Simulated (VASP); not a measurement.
Here is a VASP 6.6.1 calculation.

The input INCAR:

```
PREC = Accurate
ENCUT = 520
EDIFF = 1E-7
ISMEAR = -1
SIGMA = 0.05
LREAL = F
LASPH = T
NELM = 80
ALGO = Normal
ISIF = 2
LWAVE = F
LCHARG = F
NBANDS = 18
```

KPOINTS

```
regular mesh
0
Gamma
  4 4 2
```

Contents of POSCAR:

```
N
1.0
    4.1672328106      0.0000000000      0.0000000000
   -2.0836164053      3.6089294775      0.0000000000
    0.0000000000      0.0000000000      7.0060035100
N
4
Direct
    0.6666666667      0.3333333333      0.6710699600
    0.6666666667      0.3333333333      0.8289300400
    0.3333333333      0.6666666667      0.1710699600
    0.3333333333      0.6666666667      0.3289300400
```

Potentials or basis: VASP PAW LDA potentials, release 64 (N).

Run with:

```bash
$ cat potpaw_LDA.64/N/POTCAR > POTCAR
$ mpirun -np 1 vasp_std > vasp.out
```

(1) Estimate the band gap on the k mesh.

(2) What does it give for the largest force?

## Answers

(1) 6.94 eV (least direct gap 7.17 eV).

(2) 0.361 eV/Å.

Caveat: the k points lie up to 0.45 Å⁻¹ apart; the standard files for N, O and F lose accuracy on very short bonds.
